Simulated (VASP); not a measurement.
Set up this calculation in VASP 6.6.1, as the native input.

- Task: single point
- Functional: LDA
- Potentials or basis: VASP PAW LDA potentials, release 64 (Ge_d)
- Cutoff: 520 eV
- k mesh: 10 × 10 × 10
- Occupations: fermi-dirac, width 0.1 eV
- Spin: no spin polarisation
- Dipole correction: no
- Further INCAR settings: ALGO = Normal; EDIFF = 1e-06; NBANDS = 21

The structure of Ge lies in POSCAR:

```
Ge
1.0
    0.0000000000      2.8147752533      2.8147752533
    2.8147752533      0.0000000000      2.8147752533
    2.8147752533      2.8147752533      0.0000000000
Ge
2
Direct
    0.5000000000      0.5000000000      0.5000000000
    0.7500000000      0.7500000000      0.7500000000
```

These files were run (other wordings do the same):

INCAR

```
PREC = Accurate
ENCUT = 520
EDIFF = 1E-6
ISMEAR = -1
SIGMA = 0.1
LREAL = False
LASPH = True
NELM = 100
ALGO = Normal
ISIF = 2
LWAVE = False
LCHARG = False
GGA = CA
NBANDS = 21
```

KPOINTS

```
regular mesh
0
Gamma
  10 10 10
```

Potentials or basis: VASP PAW LDA potentials, release 64 (Ge_d).

The run is started by

```console
$ cat potpaw_LDA.64/Ge_d/POTCAR > POTCAR
$ mpirun -np 1 vasp_std > vasp.out
```

Results of the run:

```json
{"Pressure": "0.0 GPa", "Band gap on the k mesh": "zero (filled and empty bands touch)"}
```

It took 60 s on 1 thread of Intel Xeon 8259CL, with other jobs on the host, peak memory 0.16 GiB.
